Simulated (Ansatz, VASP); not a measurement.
**InP in VASP and in Ansatz**

```
In P
1.0
     0.00000    2.81641    2.81641
     2.81641    0.00000    2.81641
     2.81641    2.81641    0.00000
In P
1 1
Cartesian
  0.0000 0.0000 0.0000
  2.8164 2.8164 2.8164
```

Change from the starting cell: volume scaled by 0.96.

Alike in both runs: task single point; functional LDA; k mesh 11 × 11 × 11; occupations fermi-dirac, width 0.05 eV; no spin polarisation.

|  | VASP | Ansatz |
| --- | --- | --- |
| version | VASP 6.6.1 | Ansatz 0.2.0 |
| potentials or method | VASP PAW LDA potentials, release 64 (In_d, P), cutoff 520 eV | all-electron LAPW, scalar-relativistic |

```tsv
	VASP	Ansatz	Ansatz less VASP
pressure (GPa)	-7.9	-7.9	-0.02
```

LDA's correlation is that of Perdew and Zunger in VASP and of Perdew and Wang (1992) in Ansatz. Ansatz ran all-electron here, and VASP with PAW potentials.
